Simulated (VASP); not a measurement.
Input of a VASP 6.6.1 run:

File INCAR:

```
SYSTEM = Sn2SeS3
ALGO     = Normal         ! electronic algorithm
EDIFF    = 1E-6           ! SCF threshold, eV
EDIFFG   = -0.04          ! ionic threshold
ENCUT    = 600            ! plane-wave cutoff, eV
GGA      = PE             ! functional
IBRION   = 2              ! ionic algorithm
ISIF     = 3              ! what is computed and relaxed
ISMEAR   = 0              ! smearing method
LASPH    = .TRUE.         ! aspherical terms in the spheres
LCHARG   = .FALSE.        ! write CHGCAR
LREAL    = .FALSE.        ! projectors in reciprocal space
LWAVE    = .FALSE.        ! write WAVECAR
NELM     = 60             ! most SCF steps
NSW      = 90             ! ionic steps
PREC     = Accurate       ! precision mode
SIGMA    = 0.1            ! smearing width, eV
```

Contents of KPOINTS:

```
k-points
0
G
  4 4 4
  0 0 0
```

POSCAR

```
Sn2SeS3
1.0
   -2.9087736500      2.9087736500      4.6424335500
    2.9087736500     -2.9087736500      4.6424335500
    2.9087736500      2.9087736500     -4.6424335500
Sn Se S
2 1 3
Direct
    0.5000000000      0.0000000000      0.5000000000
    0.0000000000      0.5000000000      0.5000000000
    0.5000000000      0.5000000000      0.0000000000
    0.7885305500      0.7885305500      0.0000000000
    0.2114694500      0.2114694500      0.0000000000
    0.0000000000      0.0000000000      0.0000000000
```

Potentials or basis: VASP PAW PBE potentials, release 64 (Sn_d, Se, S).

Command:

```bash
$ cat potpaw_PBE.64/Sn_d/POTCAR potpaw_PBE.64/Se/POTCAR potpaw_PBE.64/S/POTCAR > POTCAR
$ mpirun -np 1 vasp_std > vasp.out
```

Problem. Estimate the band gap on the k mesh.

Solution. Zero (band 26 reaches 4.43 eV, above the bottom of band 27 at 3.61 eV).

Problem. Predict the space group after relaxing (to 0.05 Å).

Solution. I4/mmm (No. 139).

Problem. What does it give for the relaxed cell?

Solution. a = 6.351 Å, b = 6.351 Å, c = 6.351 Å, α = 125.87°, β = 125.87°, γ = 80.11°.

Stress tensor (GPa, compression positive):
```
-0.03  0.00  0.00
 0.00 -0.03  0.00
 0.00  0.00  0.13
```

Caveat: the k points lie up to 0.38 Å⁻¹ apart in the final cell; spin-orbit coupling is left out, which moves the levels of the heavy elements.
